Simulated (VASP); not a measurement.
## TiAl: single point with PBEsol

Crystal: TiAl.

```
Ti Al
1.0
     2.73391    0.00000    0.00000
    -1.36695    2.36763    0.00000
     0.00000    0.00000    4.98954
Ti Al
1 1
Direct
  0.00000 0.00000 0.00000
  0.33333 0.66667 0.50000
```

This cell differs from its parent crystal: strain -0.040 along x and y, +0.080 along z.

| Item | Value |
| --- | --- |
| Program | VASP 6.6.1 |
| Task | single point |
| Functional | PBEsol |
| Potentials or basis | VASP PAW PBE potentials, release 64 (Ti_sv, Al) |
| Cutoff | 520 eV |
| k mesh | 24 × 24 × 14 |
| Occupations | gaussian, width 0.15 eV |
| Spin | no spin polarisation |
| Dipole correction | no |
| Further INCAR settings | ALGO = Fast; EDIFF = 1e-06; NBANDS = 14 |

* Pressure: 0.5 GPa

Stress tensor (GPa, compression positive):
```
  7.59   0.00   0.00
  0.00   7.59   0.00
  0.00   0.00 -13.60
```

Levels at points of the mesh, in eV from the Fermi level:
```tsv
k point	band 3	band 4	band 5	band 6	band 7	band 8	band 9	band 10	band 11	band 12
(0.00, 0.00, 0.00)	-32.13	-32.13	-9.42	-2.90	-2.77	1.28	1.28	2.62	3.10	3.10
(0.50, 0.00, 0.00)	-32.61	-32.34	-3.72	-2.65	-1.80	-1.40	2.35	3.69	3.75	4.45
(0.00, 0.00, 0.50)	-32.13	-32.13	-8.77	-5.64	-1.17	1.28	1.28	3.07	3.07	4.99
(0.50, 0.00, 0.50)	-32.61	-32.34	-3.66	-2.63	-2.09	0.67	0.87	2.06	2.26	4.45
```

Wall time 3.1 min on 1 thread of Intel(R) Xeon(R) 6975P-C (Granite Rapids), with other jobs on the host, peak memory 0.33 GiB.

Caveat: the cell differs from its parent crystal (strain -0.040 along x and y, +0.080 along z); the PAW data sets were made with another functional, which shifts forces and pressure a little.
